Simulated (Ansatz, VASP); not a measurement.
## Two plane-wave programs on AlN

Contents of INCAR:

```
ALGO = Normal
EDIFF = 1E-6
ENCUT = 600
GGA = PE
GGA_COMPAT = F
ISIF = 2
ISMEAR = -4
LASPH = T
LCHARG = T
LELF = T
LREAL = F
LVHAR = T
LWAVE = F
NBANDS = 11
NELM = 120
PREC = Accurate
SIGMA = 0.02
```

Contents of KPOINTS:

```
k-points
0
Gamma
  10 10 10
```

File POSCAR:

```
AlN
1.0
    0.0000000000      2.2095150007      2.2095150007
    2.2095150007      0.0000000000      2.2095150007
    2.2095150007      2.2095150007      0.0000000000
Al N
1 1
Direct
    0.0000000000      0.0000000000      0.0000000000
    0.7500000000      0.7500000000      0.7500000000
```

Input for Ansatz:

```yaml
crystal:
  lattice:
    - [0.0, 2.2095150007, 2.2095150007]
    - [2.2095150007, 0.0, 2.2095150007]
    - [2.2095150007, 2.2095150007, 0.0]
  atoms:
    - { symbol: Al, position: [0.0, 0.0, 0.0] }
    - { symbol: "N", position: [0.75, 0.75, 0.75] }
basis:
  ecutwfc: 420
kpoints:
  mp_grid: { grid: [10, 10, 10] }
hamiltonian:
  xc: pbe
scf:
  occupations: { method: tetrahedron_uncorrected }
  lower_state_search: standard
output:
  forces: true
  eigenvalues: true
  stress: true
```

Alike in both runs: task single point; functional PBE; k mesh 10 × 10 × 10; no spin polarisation.

|  | VASP | Ansatz |
| --- | --- | --- |
| version | VASP 6.6.1 | Ansatz 0.2.0 |
| potentials or method | VASP PAW PBE potentials, release 64 (Al, N), cutoff 600 eV | scalar-relativistic, plane waves, PAW |
| occupations | tetrahedron | tetrahedron-uncorrected |
| valence electrons in the cell | 8 | 8 |

Ansatz gave:

* gap on the k mesh at the Fermi level (eV): 3.31
* pressure (GPa): -2.0

Task: What did VASP give for the same quantities?

Result: gap on the k mesh at the Fermi level (eV): 3.30; pressure (GPa): -2.4.

Ansatz's warnings: band table not solved further.
